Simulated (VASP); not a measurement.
Set up this calculation in VASP 6.6.1, as the native input.

| Property | Result |
| --- | --- |
| Task | single point |
| Functional | r2SCAN |
| Potentials or basis | VASP PAW PBE potentials, release 64 (P, B) |
| Cutoff | 520 eV |
| k mesh | 10 × 10 × 10 |
| Occupations | fermi-dirac, width 0.05 eV |
| Spin | no spin polarisation |
| Dipole correction | no |
| Further INCAR settings | ALGO = Normal; EDIFF = 1e-06; NBANDS = 11 |

The system is BP.

```
P B
1.0
     0.00000    2.26900    2.26900
     2.26900    0.00000    2.26900
     2.26900    2.26900    0.00000
P B
1 1
Cartesian
  3.4035 3.4035 3.4035
  0.0000 0.0000 0.0000
```

The input as run:

POSCAR

```
BP
1.0
    0.0000000000      2.2690000000      2.2690000000
    2.2690000000      0.0000000000      2.2690000000
    2.2690000000      2.2690000000      0.0000000000
P B
1 1
Direct
    0.7500000000      0.7500000000      0.7500000000
    0.0000000000      0.0000000000      0.0000000000
```

INCAR.step1

```
PREC = Accurate
ENCUT = 520
ISMEAR = -1
SIGMA = 0.05
LREAL = False
LASPH = True
NELM = 80
NBANDS = 11
GGA = PE
ALGO = Normal
EDIFF = 1E-4
LWAVE = True
LCHARG = False
```

INCAR.step2

```
PREC = Accurate
ENCUT = 520
EDIFF = 1E-6
ISMEAR = -1
SIGMA = 0.05
LREAL = False
LASPH = True
NELM = 80
ALGO = Normal
ISIF = 2
LWAVE = False
LCHARG = False
METAGGA = R2SCAN
LMIXTAU = True
NBANDS = 11
ISTART = 1
```

KPOINTS

```
regular mesh
0
Gamma
  10 10 10
```

Potentials or basis: VASP PAW PBE potentials, release 64 (P, B).

Run with:

```sh
$ cat potpaw_PBE.64/P/POTCAR potpaw_PBE.64/B/POTCAR > POTCAR
$ cp INCAR.step1 INCAR
$ mpirun -np 1 vasp_std > vasp.out
$ cp INCAR.step2 INCAR
$ mpirun -np 1 vasp_std > vasp.out
```

It gave:

The pressure is -0.7 GPa and the band gap on the k mesh is 1.45 eV, indirect (least direct gap 3.64 eV).

Caveat: the PAW data sets were made with another functional, which shifts forces and pressure a little.

Run time: 19 s on 1 thread of Intel(R) Xeon(R) Platinum 8488C (Sapphire Rapids), with other jobs on the host, peak memory 0.14 GiB.
